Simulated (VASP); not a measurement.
# Te2Pb3Se (P1) in VASP: relaxation of cell and atoms with PBE

Aim: the relaxation of cell and atoms of Te2Pb3Se with PBE.

All numbers are computed with VASP 6.6.1; they aren't measurements. Logs are shortened: lines on timing, memory, paths and dates and some standing lists are left out, and cuts for length are marked.

**1. The cell of the first run**

The typed cell holds 12 atoms: a = 4.494 Å, b = 7.731 Å, c = 11.258 Å, α = 90.23°, β = 88.74°, γ = 90.58°.

**2. Relaxation of cell and atoms, PBE**

Input file INCAR:

```
SYSTEM = Te2Pb3Se
ALGO = Normal
EDIFF = 1E-6
EDIFFG = -0.025
ENCUT = 600
GGA = PE
IBRION = 2
ISIF = 3
ISMEAR = 0
LASPH = .TRUE.
LCHARG = .FALSE.
LREAL = .FALSE.
LWAVE = .FALSE.
NELM = 100
NSW = 80
PREC = Accurate
SIGMA = 0.1
```

Input file KPOINTS:

```
k-points
0
G
  4 2 2
  0 0 0
```

Input file POSCAR:

```
Te2Pb3Se
1.0
    2.2662426482     -3.8802419945     -0.0499515717
   -6.7145398940     -3.8316360009      0.0152026696
    0.0798099319     -0.0952284194    -11.2572752550
Te Pb Se
4 6 2
Direct
    0.4919652588      0.8382126051      0.3192934793
   -0.0100912095      0.3359116061      0.3200391716
    0.9855305951      0.6400994484      0.6610788912
    0.4923333242      0.1826602636      0.6841468866
    1.0372832859      0.6787162776      0.1500100487
    0.4886623845      0.1529297196      0.1578926789
    1.0022806896      0.9801702419      0.5001276853
    0.5111482737      0.4972475370      0.5035311384
    0.4902561506      0.8395908098      0.8502145843
   -0.0074987354      0.3425195708      0.8568569581
    0.0126053046      1.0191935774     -0.0075515047
    0.5055246778      0.4927483427      0.0043599824
```

Potentials or basis: VASP PAW PBE potentials, release 64 (Te, Pb_d, Se).

Launch:

```console
> cat potpaw_PBE.64/Te/POTCAR potpaw_PBE.64/Pb_d/POTCAR potpaw_PBE.64/Se/POTCAR > POTCAR
> mpirun -np 1 vasp_std > vasp.out
```

OUTCAR:

```text
SYSTEM = Te2Pb3Se
   EDIFF = 1E-6
   EDIFFG = -0.025
   ENCUT = 600
   GGA = PE
   IBRION = 2
   ISIF = 3
   ISMEAR = 0
   LASPH = .TRUE.
   LREAL = .FALSE.
   NELM = 100
   NSW = 80
   PREC = Accurate

 ion  position               nearest neighbor table
   1  0.492  0.838  0.319-   6 3.04   5 3.07   7 3.17   7 3.28   5 3.32   8 3.36
   2  0.990  0.336  0.320-   6 3.20   8 3.21   6 3.24   5 3.28   8 3.38   7 3.42
   3  0.986  0.640  0.661-   8 3.00   8 3.13  10 3.19   7 3.20   9 3.42   9 3.49
   4  0.492  0.183  0.684-   8 3.18  10 3.19  10 3.24   9 3.25   7 3.42   7 3.44
   5  0.037  0.679  0.150-  12 3.01   1 3.07  11 3.18  12 3.25   2 3.28   1 3.32   9 4.09
   6  0.489  0.153  0.158-  11 3.04   1 3.04  12 3.15  11 3.15   2 3.20   2 3.24
   7  0.002  0.980  0.500-   1 3.17   3 3.20   1 3.28   4 3.42   2 3.42   4 3.44
   8  0.511  0.497  0.504-   3 3.00   3 3.13   4 3.18   2 3.21   1 3.36   2 3.38
   9  0.490  0.840  0.850-  11 3.00  11 3.18  12 3.20   4 3.25   3 3.42   3 3.49   5 4.09
  10  0.993  0.343  0.857-  11 2.94  12 2.96  12 3.09   3 3.19   4 3.19   4 3.24
  11  0.013  0.019  0.992-  10 2.94   9 3.00   6 3.04   6 3.15   9 3.18   5 3.18
  12  0.506  0.493  0.004-  10 2.96   5 3.01  10 3.09   6 3.15   9 3.20   5 3.25

  LATTYP: Found a triclinic cell.
 ALAT       =     4.4938434370
 B/A-ratio  =     2.5051965173
 C/A-ratio  =     1.7203299203
 COS(alpha) =     0.0039311832
 COS(beta)  =     0.0100704320
 COS(gamma) =     0.0219937395

  Lattice vectors:

 A1 = (   2.2662426482,  -3.8802419945,  -0.0499515717)
 A2 = (   0.0798099319,  -0.0952284194, -11.2572752550)
 A3 = (   6.7145398940,   3.8316360009,  -0.0152026696)

Analysis of symmetry for initial positions (statically):
=====================================================================
 Subroutine PRICEL returns:
 Original cell was already a primitive cell.

 Routine SETGRP: Setting up the symmetry group for a
 triclinic supercell.

 Subroutine GETGRP returns: Found  1 space group operations
 (whereof  1 operations were pure point group operations)
 out of a pool of  2 trial point group operations.

The static configuration has the point symmetry C_1 .

Analysis of symmetry for dynamics (positions and initial velocities):
=====================================================================
 Subroutine PRICEL returns:
 Original cell was already a primitive cell.

 Routine SETGRP: Setting up the symmetry group for a
 triclinic supercell.

 Subroutine GETGRP returns: Found  1 space group operations
 (whereof  1 operations were pure point group operations)
 out of a pool of  2 trial point group operations.

The dynamic configuration has the point symmetry C_1 .

 Subroutine INISYM returns: Found  1 space group operations
 (whereof  1 operations are pure point group operations),
 and found     1 'primitive' translations

----------------------------------------------------------------------------------------

                                     Primitive cell

  volume of cell :     391.0005

  direct lattice vectors                    reciprocal lattice vectors
     2.266242648 -3.880241994 -0.049951572     0.110320146 -0.193314885  0.002417433
    -6.714539894 -3.831636001  0.015202670    -0.111703691 -0.065237085 -0.000240079
     0.079809932 -0.095228419-11.257275255    -0.000640373  0.000769689 -0.088842494

  length of vectors
     4.493843437  7.730893322 11.257960927     0.222591607  0.129358608  0.088848135

  position of ions in fractional coordinates (direct lattice)
     0.491965259  0.838212605  0.319293479
     0.989908791  0.335911606  0.320039172
     0.985530595  0.640099448  0.661078891
     0.492333324  0.182660264  0.684146887
     0.037283286  0.678716278  0.150010049
     0.488662385  0.152929720  0.157892679
     0.002280690  0.980170242  0.500127685
     0.511148274  0.497247537  0.503531138
     0.490256151  0.839590810  0.850214584
     0.992501265  0.342519571  0.856856958
     0.012605305  0.019193577  0.992448495
     0.505524678  0.492748343  0.004359982

  ion indices of the primitive-cell ions
   primitive index   ion index
                 1           1
                 2           2
                 3           3
                 4           4
                 5           5
                 6           6
                 7           7
                 8           8
                 9           9
                10          10
                11          11
                12          12

----------------------------------------------------------------------------------------

 KPOINTS: k-points

Automatic generation of k-mesh.
 Grid dimensions read from file:
 generate k-points for:    4    2    2

 Generating k-lattice:

  Cartesian coordinates                     Fractional coordinates (reciprocal lattice)
     0.027580037 -0.048328721  0.000604358     0.250000000  0.000000000  0.000000000
    -0.055851845 -0.032618542 -0.000120040    -0.000000000  0.500000000 -0.000000000
    -0.000320187  0.000384845 -0.044421247    -0.000000000  0.000000000  0.500000000

  Length of vectors
     0.055647902  0.064679304  0.044424068

  Shift w.r.t. Gamma in fractional coordinates (k-lattice)
     0.000000000  0.000000000  0.000000000

 Subroutine IBZKPT returns following result:
 ===========================================

 Found     12 irreducible k-points:

 Following reciprocal coordinates:
            Coordinates               Weight
  0.000000  0.000000  0.000000      1.000000
  0.250000  0.000000  0.000000      2.000000
  0.500000  0.000000  0.000000      1.000000
  0.000000  0.500000  0.000000      1.000000
  0.250000  0.500000  0.000000      2.000000
  0.500000  0.500000  0.000000      1.000000
 -0.000000  0.000000  0.500000      1.000000
  0.250000 -0.000000  0.500000      2.000000
  0.500000 -0.000000  0.500000      1.000000
 -0.000000  0.500000  0.500000      1.000000
  0.250000  0.500000  0.500000      2.000000
  0.500000  0.500000  0.500000      1.000000
   k-points           NKPTS =     12   k-points in BZ     NKDIM =     12   number of bands    NBANDS=     72
   number of dos      NEDOS =    301   number of ions     NIONS =     12
   total plane-waves  NPLWV = 207360
   dimension x,y,z NGX =    36 NGY =   64 NGZ =   90
   dimension x,y,z NGXF=    72 NGYF=  128 NGZF=  180
   ions per type =               4   6   2
   NGX,Y,Z   is equivalent  to a cutoff of  13.32, 13.76, 13.29 a.u.
   NGXF,Y,Z  is equivalent  to a cutoff of  26.64, 27.53, 26.58 a.u.
 SYSTEM =  Te2Pb3Se
   PREC   = accura    normal or accurate (medium, high low for compatibility)
   ISTART =      0    job   : 0-new  1-cont  2-samecut
   ICHARG =      2    charge: 1-file 2-atom 10-const
   ISPIN  =      1    spin polarized calculation?
   LNONCOLLINEAR =      F non collinear calculations
   LSORBIT =      F    spin-orbit coupling
   LASPH  =      T    aspherical Exc in radial PAW
   ENCUT  =  600.0 eV  44.10 Ry    6.64 a.u.   8.98 15.44 22.48*2*pi/ulx,y,z
   NELM   =    100;   NELMIN=  2; NELMDL= -5     # of ELM steps
   EDIFF  = 0.1E-05   stopping-criterion for ELM
   LREAL  =      F    real-space projection
   EDIFFG = -.3E-01   stopping-criterion for IOM
   NSW    =     80    number of steps for IOM
   IBRION =      2    ionic relax: 0-MD 1-quasi-New 2-CG
   NFREE  =      1    steps in history (QN), initial steepest desc. (CG)
   ISIF   =      3    stress and relaxation
   ISYM   =      2    0-nonsym 1-usesym 2-fastsym
   POTIM  = 0.5000    time-step for ionic-motion
   TEBEG  =    0.0;   TEEND  =   0.0 temperature during run
   PSTRESS=    0.0 pullay stress
   NELECT =     120.0000    total number of electrons
   NUPDOWN=      -1.0000    fix difference up-down
   EMIN   =  10.00;   EMAX   =-10.00  energy-range for DOS
   EFERMI =   0.00;   METHOD = LEGACY
   ISMEAR =     0;   SIGMA  =   0.10  broadening in eV -4-tet -1-fermi 0-gaus
   EFERMI_NEDOS =   21; number of points for ismear=-14 and -15
   IALGO  =     38    algorithm
   IMIX   =      4    mixing-type and parameters
     AMIX     =   0.40;   BMIX     =  1.00
     AMIX_MAG =   1.60;   BMIX_MAG =  1.00
  volume/ion in A,a.u.               =      32.58       219.88
  Fermi-wavevector in a.u.,A,eV,Ry     =   1.104272  2.086772 16.591178  1.219417
  Thomas-Fermi vector in A             =   2.240743
   LORBIT       =      0    0 simple, 1 ext, 2 COOP (PROOUT), +10 PAW based schemes
   GGA     = PE    functional components
   LHFCALC =     F    Hartree Fock is set to
   AEXX    =    0.0000 exact exchange contribution
   IVDW    =     0    specifies the selected vdW correction
   LEPSILON=     F    determine dielectric tensor
   LRPA    =     F    only Hartree local field effects (RPA)
 conjugate gradient relaxation of ions
 non-spin polarized calculation
 Gauss-broadening in eV      SIGMA  =   0.10
  energy-cutoff  :      600.00
  volume of cell :      391.00
 maximum number of plane-waves:     13116
 NGX is ok and might be reduce to    36
   NGX = 17   NGY = 31   NGZ = 45

--------------------------------------- Ionic step        1  -------------------------------------------

 number of electron     120.0000002 magnetization

 Free energy of the ion-electron system (eV)
  ---------------------------------------------------
  ext. energy  EPLUGINS =         0.00000000
  ---------------------------------------------------
  free energy    TOTEN  =       -45.82959144 eV

  energy without entropy =      -45.82953429  energy(sigma->0) =      -45.82956287

------------------------ aborting loop because EDIFF is reached ----------------------------------------

  FORCE on cell =-STRESS in cart. coord.  units (eV):
  Direction    XX          YY          ZZ          XY          YZ          ZX
  --------------------------------------------------------------------------------------
  -------------------------------------------------------------------------------------
  Total        4.9906765      5.2437021      3.7556022     -0.2041191     -0.8639817      0.7556632
  in kB       20.4499722     21.4867791     15.3890881     -0.8364055     -3.5402817      3.0964321
  external PRESSURE =      19.1086131 kB  Pullay stress =       0.0000000 kB
[... 119 lines left out ...]
  FREE ENERGIE OF THE ION-ELECTRON SYSTEM (eV)
  ---------------------------------------------------
  free  energy   TOTEN  =       -46.0839289320 eV

  energy  without entropy=      -46.0839286571  energy(sigma->0) =      -46.08392879

 E-fermi :   4.9779     XC(G=0):  -9.0722

 val. band max:        4.6416770594   @ k =  -0.0000   0.0000   0.5000
 cond. band min:       5.3178332083   @ k =   0.5000   0.5000   0.5000
 fundamental gap:      0.6761561489
 Fermi energy:         4.9778655103

 k-point     1 :       0.0000    0.0000    0.0000
  band No.  band energies     occupation
      1     -12.1436      2.00000
      2     -12.1300      2.00000
      3     -12.1278      2.00000
      4     -12.1182      2.00000
      5     -12.1100      2.00000
      6     -12.0855      2.00000
[... 889 lines left out ...]
     71       8.8388      0.00000
     72       8.8874      0.00000

[... ionic steps 4 to 18 ...]

--------------------------------------- Ionic step       19  -------------------------------------------

 number of electron     120.0000002 magnetization

------------------------ aborting loop because EDIFF is reached ----------------------------------------
[... 87 lines left out ...]
--------------------------------------- Ionic step       21  -------------------------------------------

 number of electron     120.0000001 magnetization

 Free energy of the ion-electron system (eV)
  ---------------------------------------------------
  ext. energy  EPLUGINS =         0.00000000
  ---------------------------------------------------
  free energy    TOTEN  =       -46.34417825 eV

  energy without entropy =      -46.34417823  energy(sigma->0) =      -46.34417824

 E-fermi :   5.1474     XC(G=0):  -9.1383

 val. band max:        4.7797798250   @ k =   0.5000   0.5000   0.5000
 cond. band min:       5.5120300513   @ k =   0.5000   0.5000   0.5000
 fundamental gap:      0.7322502263
 Fermi energy:         5.1474491510

 k-point     1 :       0.0000    0.0000    0.0000
  band No.  band energies     occupation
      1     -11.9354      2.00000
      2     -11.8913      2.00000
      3     -11.8909      2.00000
      4     -11.8903      2.00000
      5     -11.8898      2.00000
      6     -11.8859      2.00000
[... 928 lines left out ...]
  FREE ENERGIE OF THE ION-ELECTRON SYSTEM (eV)
  ---------------------------------------------------
  free  energy   TOTEN  =       -46.3441782501 eV

  energy  without entropy=      -46.3441782287  energy(sigma->0) =      -46.34417824

 reached required accuracy - stopping structural energy minimisation
```

Wall time 2.9 h (1 thread of Oxide Virtual Turin-like, shared host); peak memory 0.72 GiB.

What came out:

| Property | Result |
| --- | --- |
| Free energy | -46.3442 eV |
| Relaxed volume | 33.73 Å³/atom |
| Relaxed cell | a = 4.569 Å, b = 7.899 Å, c = 11.213 Å, α = 89.89°, β = 89.93°, γ = 90.02° |
| Space group after relaxing (to 0.1 Å) | P3m1 (No. 156) |
| Energy gained by relaxing | 42.9 meV/atom |
| Ionic steps | 21 |
| Pressure after relaxing | 0.0 GPa |
| Largest force after relaxing | 0.021 eV/Å |
| Band gap on the k mesh | 0.73 eV |

Forces in eV/Å, atoms in the order of the input:
```
Te   0.009  0.004  0.004
Te   0.006 -0.004  0.012
Te   0.008 -0.005  0.015
Te  -0.001  0.011  0.006
Pb  -0.012 -0.007 -0.008
Pb   0.001 -0.003 -0.020
Pb   0.010  0.011 -0.009
Pb  -0.007 -0.007 -0.016
Pb  -0.009 -0.014 -0.011
Pb  -0.006  0.003 -0.003
Se  -0.001  0.009  0.013
Se   0.003  0.003  0.019
```

The path:
```
step  energy change (eV)  largest force (eV/Å)  pressure (GPa)  volume (Å³)
   1              0.0000                1.0130            1.91       391.00
   2             -0.2527                0.6220           -0.67       413.39
   3             -0.2543                0.5955           -0.85       415.33
   4             -0.3704                0.4288           -0.52       410.71
   5             -0.4584                0.2190            0.23       402.45
   6             -0.4743                0.1915           -0.08       405.30
   7             -0.4774                0.1743           -0.28       407.27
   8             -0.4900                0.1304           -0.12       405.48
   9             -0.4977                0.1052            0.13       402.89
  10             -0.5035                0.0807           -0.04       404.51
  11             -0.5047                0.0802           -0.16       405.73
  12             -0.5089                0.0721           -0.07       404.79
  13             -0.5106                0.0642            0.03       403.84
  14             -0.5107                0.0628            0.05       403.65
  15             -0.5119                0.0551           -0.01       404.19
  16             -0.5126                0.0445           -0.08       405.02
  17             -0.5134                0.0353           -0.04       404.62
  18             -0.5139                0.0301            0.01       404.17
  19             -0.5139                0.0306            0.02       404.01
  20             -0.5141                0.0278            0.01       404.19
  21             -0.5146                0.0205           -0.03       404.72
```

Final structure:
```xyz
12
Lattice="2.2853 -3.9566 -0.0031 -6.8420 -3.9481 -0.0076 -0.0056 -0.0112 -11.2132" Properties=species:S:1:pos:R:3 pbc="T T T"
Te   -4.5718   -5.2665   -3.6311
Te   -0.0056   -5.2540   -3.6261
Te   -2.2912   -6.5736   -7.5091
Te   -0.0097   -2.6412   -7.5083
Pb   -4.5500   -2.6566   -1.7790
Pb    0.0141   -2.6408   -1.7512
Pb    0.0004   -0.0354   -5.6637
Pb   -2.2749   -3.9572   -5.6481
Pb   -4.5498   -5.2775   -9.5482
Pb   -2.2751   -1.3550   -9.5594
Se   -4.5717   -7.8962  -11.1662
Se   -2.2940   -3.9522  -11.1664
```

Caveat: spin-orbit coupling is left out, which moves the levels of the heavy elements. A k mesh can miss the band edges.
